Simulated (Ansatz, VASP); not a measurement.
## Te2Pb3Se in VASP and in Ansatz

```
CELL_PARAMETERS angstrom
4.56026 0.00000 0.00000
-2.28013 3.94930 0.00000
0.00000 0.00000 11.17207
ATOMIC_POSITIONS crystal
Te 0.33333 0.66667 0.67338
Te 0.66667 0.33333 0.32662
Pb 0.66667 0.33333 0.84733
Pb 0.00000 0.00000 0.50000
Pb 0.33333 0.66667 0.15267
Se 0.00000 0.00000 0.00000
```

Alike in both runs: functional PBE; k mesh 6 × 6 × 4; occupations gaussian, width 0.02 eV; no spin polarisation.

Ansatz relaxed the structure, and its values are those at the end. VASP's run is a single point on that final structure, the one shown.

```csv
,VASP,Ansatz
version,VASP 6.6.1,Ansatz 0.2.0
potentials or method,"VASP PAW PBE potentials, release 64 (Te, Pb_d, Se), cutoff 520 eV","scalar-relativistic, plane waves, PAW"
valence electrons in the cell,60,90
```

Ansatz gave:

| Quantity | Value |
| --- | --- |
| gap on the k mesh at the Fermi level (eV) | 0.69 |
| least direct gap on the mesh (eV) | 0.70 |
| pressure (GPa) | 0.0 |

Q: Which values does VASP return?

A: gap on the k mesh at the Fermi level (eV): 0.69; least direct gap on the mesh (eV): 0.71; pressure (GPa): 0.0.

VASP's potentials hold 60 valence electrons a cell and Ansatz's 90, so a difference there can come from the potentials and not from the codes.

Neither program's run includes spin-orbit coupling.
